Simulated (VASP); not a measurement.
Set up this calculation in VASP 6.6.1, as the native input.

```yaml
Task: single point
Functional: PBE
Potentials_or_basis: VASP PAW PBE potentials, release 64 (Rb_sv, Ir)
Cutoff: 520 eV
k_mesh: 8 × 8 × 8
Occupations: gaussian, width 0.1 eV
Spin: no spin polarisation
Dipole_correction: no
Further_INCAR_settings: ALGO = Fast; EDIFF = 1e-07; NBANDS = 36
```

The structure of Rb2Ir lies in POSCAR:

```
Rb2Ir
1.0
    0.0000000000      4.5977362570      4.5977362570
    4.5977362570      0.0000000000      4.5977362570
    4.5977362570      4.5977362570      0.0000000000
Rb Ir
4 2
Direct
    0.6250000000      0.6250000000      0.6250000000
    0.1250000000      0.6250000000      0.6250000000
    0.6250000000      0.6250000000      0.1250000000
    0.6250000000      0.1250000000      0.6250000000
    0.0000000000      0.0000000000      0.0000000000
    0.2500000000      0.2500000000      0.2500000000
```

One way to write it, as run:

INCAR

```
SYSTEM = Rb2Ir
PREC     = Accurate       ! precision mode
ENCUT    = 520            ! plane-wave cutoff, eV
EDIFF    = 1E-7           ! SCF threshold, eV
ISMEAR   = 0              ! smearing method
SIGMA    = 0.1            ! smearing width, eV
LREAL    = .False.        ! projectors in reciprocal space
LASPH    = .True.         ! aspherical terms in the spheres
NELM     = 60             ! most SCF steps
ALGO     = Fast           ! electronic algorithm
ISIF     = 2              ! what is computed and relaxed
LWAVE    = .False.        ! write WAVECAR
LCHARG   = .False.        ! write CHGCAR
GGA      = PE             ! functional
NBANDS   = 36             ! bands
```

KPOINTS

```
regular mesh
0
Gamma
  8 8 8
  0 0 0
```

Potentials or basis: VASP PAW PBE potentials, release 64 (Rb_sv, Ir).

Launch:

```console
$ cat potpaw_PBE.64/Rb_sv/POTCAR potpaw_PBE.64/Ir/POTCAR > POTCAR
$ mpirun -np 1 vasp_std > vasp.out
```

It gave:

```yaml
Pressure: 0.1 GPa
Band_gap_on_the_k_mesh: zero (band 27 reaches 2.37 eV, above the bottom of band 28 at 2.27 eV)
```

Caveat: spin-orbit coupling is left out, which moves the levels of the heavy elements.

Run time: 10 min on 1 thread of Oxide Virtual Turin-like Processor (shared host), peak memory 0.38 GiB.
